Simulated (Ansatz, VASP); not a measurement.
As: VASP beside Ansatz

```
CELL_PARAMETERS angstrom
1.82500 -5.50000 0.00000
1.82500 5.50000 0.00000
0.00000 0.00000 4.47000
ATOMIC_POSITIONS crystal
As 0.11000 0.89000 0.06000
As 0.61000 0.39000 0.44000
As 0.89000 0.11000 0.94000
As 0.39000 0.61000 0.56000
```

Alike in both runs: task single point; functional LDA; k mesh 6 × 6 × 4; occupations gaussian, width 0.1 eV; no spin polarisation.

|  | VASP | Ansatz |
| --- | --- | --- |
| version | VASP 6.6.1 | Ansatz 0.2.0 |
| potentials or method | VASP PAW LDA potentials, release 64 (As), cutoff 520 eV | scalar-relativistic, plane waves, PAW |
| valence electrons in the cell | 20 | 60 |

|  | VASP | Ansatz | Ansatz less VASP |
| --- | --- | --- | --- |
| gap on the k mesh at the Fermi level (eV) | 0.22 | 0.24 | +0.017 |
| least direct gap on the mesh (eV) | 0.52 | 0.50 | -0.016 |
| pressure (GPa) | -1.5 | -1.9 | -0.42 |
| traceless stress, the component that is largest in VASP (GPa) | 1.47 | 1.49 | +0.012 |
| rms of the force components (eV/Å) | 0.074 | 0.109 | +0.0358 |

LDA's correlation is that of Perdew and Zunger in VASP and of Perdew and Wang (1992) in Ansatz. Atom by atom the forces differ by 0.044 eV/Å (rms over components). VASP's potentials hold 20 valence electrons a cell and Ansatz's 60, so a difference there can come from the potentials and not from the codes.
